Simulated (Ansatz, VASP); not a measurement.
# Ti: VASP beside Ansatz

INCAR

```
  PREC = Accurate
  ENCUT = 520
  EDIFF = 1E-6
  ISMEAR = 0
  SIGMA = 0.1
  LREAL = F
  LASPH = T
  NELM = 60
  ALGO = Fast
  ISIF = 2
  LWAVE = F
  LCHARG = T
  GGA = PS
  LELF = T
  LVHAR = T
  NBANDS = 19
```

KPOINTS

```
Automatic mesh
0
Gamma
  12 12 8
```

File POSCAR:

```
Ti
1.0
    2.9004352002      0.0000000000      0.0000000000
   -1.4502176001      2.5118505654      0.0000000000
    0.0000000000      0.0000000000      4.5909904470
Ti
2
Direct
    0.3333333333      0.6666666667      0.2500000000
    0.6666666667      0.3333333333      0.7500000000
```

Input for Ansatz:

```yaml
crystal:
  lattice:
    - [2.9004352004, 0.0, 0.0]
    - [-1.4502176002, 2.5118505656, 0.0]
    - [0.0, 0.0, 4.5909904469]
  atoms:
    - { symbol: Ti, position: [0.3333333333, 0.6666666667, 0.25] }
    - { symbol: Ti, position: [0.6666666667, 0.3333333333, 0.75] }
basis:
  ecutwfc: 420
kpoints:
  mp_grid: { grid: [12, 12, 8] }
hamiltonian:
  xc: pbesol
scf:
  occupations: { method: gaussian, width: 0.1 }
output:
  forces: true
  stress: true
  eigenvalues: true
```

Alike in both runs: task single point; functional PBEsol; k mesh 12 × 12 × 8; occupations gaussian, width 0.1 eV; no spin polarisation.

|  | VASP | Ansatz |
| --- | --- | --- |
| version | VASP 6.6.1 | Ansatz 0.2.0 |
| potentials or method | VASP PAW PBE potentials, release 64 (Ti_sv), cutoff 520 eV | scalar-relativistic, plane waves, PAW |
| valence electrons in the cell | 24 | 24 |

```csv
,VASP,Ansatz,Ansatz less VASP
gap on the k mesh at the Fermi level (eV),none,none,-
pressure (GPa),-0.3,0.0,+0.31
"traceless stress, the component that is largest in VASP (GPa)",0.15,0.14,-0.004
```

VASP's potentials were made for PBE, not for PBEsol. A gap of «none» marks a metal or a gap that the smearing closes. With one functional, cell and mesh, what is left measures potentials, basis and numerics.
